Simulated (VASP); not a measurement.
Write the native input for VASP 6.6.1 that does the following.

```
Task                   : single point
Functional             : PBE
Potentials or basis    : VASP PAW PBE potentials, release 64 (Ca_sv)
Cutoff                 : 520 eV
k mesh                 : 11 × 11 × 6
Occupations            : fermi-dirac, width 0.08 eV
Spin                   : no spin polarisation
Dipole correction      : no
Further INCAR settings : ALGO = Normal; EDIFF = 1e-06; NBANDS = 17
```

The structure of Ca lies in POSCAR:

```
Ca
1.0
    3.9799995206      0.0000000000      0.0000000000
   -1.9899997603      3.4467806919      0.0000000000
    0.0000000000      0.0000000000      6.5200000000
Ca
2
Direct
    0.3333333333      0.6666666667      0.2500000000
    0.6666666667      0.3333333333      0.7500000000
```

This isn't the form of Ca at room conditions, which is fcc.

One way to write it, as run:

INCAR

```
SYSTEM = Ca
PREC = Accurate ; ENCUT = 520
EDIFF = 1E-6 ; ISMEAR = -1
SIGMA = 0.08 ; LREAL = .False.
LASPH = .True. ; NELM = 80
ALGO = Normal ; ISIF = 2
LWAVE = .False. ; LCHARG = .False.
GGA = PE ; NBANDS = 17
```

KPOINTS

```
regular mesh
0
Gamma
  11 11 6
  0 0 0
```

Potentials or basis: VASP PAW PBE potentials, release 64 (Ca_sv).

Launch:

```sh
$ cat potpaw_PBE.64/Ca_sv/POTCAR > POTCAR
$ mpirun -np 1 vasp_std > vasp.out
```

It gave:

The pressure is -0.8 GPa and the band gap on the k mesh is zero (bands 10 and 11 overlap by 0.45 eV).

Run time: 47 s on 1 thread of Intel(R) Xeon(R) Platinum 8488C (Sapphire Rapids) (shared host), peak memory 0.24 GiB.
